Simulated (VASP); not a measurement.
**Ag: vibrations by perturbation theory with PBEsol**

The system is Ag.

```xyz
2
Lattice="2.8531 0.0000 0.0000 -1.4266 2.4709 0.0000 0.0000 0.0000 4.7296" Properties=species:S:1:pos:R:3 pbc="T T T"
Ag    0.0000    1.6473    1.1824
Ag    1.4266    0.8236    3.5472
```

* Program: VASP 6.6.1
* Task: vibrations by perturbation theory
* Functional: PBEsol
* Potentials or basis: VASP PAW PBE potentials, release 64 (Ag)
* Cutoff: 520 eV
* k mesh: 15 × 15 × 8
* Occupations: fermi-dirac, width 0.1 eV
* Spin: no spin polarisation
* Dipole correction: no
* Further INCAR settings: ALGO = Normal; EDIFF = 1e-08; NBANDS = 18; IBRION = 8; NSW = 1

```
Highest phonon frequency at Γ : 173 cm⁻¹
```

Phonon frequencies in cm⁻¹ (negative: imaginary):
```tsv
q point	frequencies
(0.000, 0.000, 0.000)	0 0 0 69 69 173
```

Wall time 19 min on 1 thread of AMD EPYC 7R13 (shared host), peak memory 0.66 GiB.
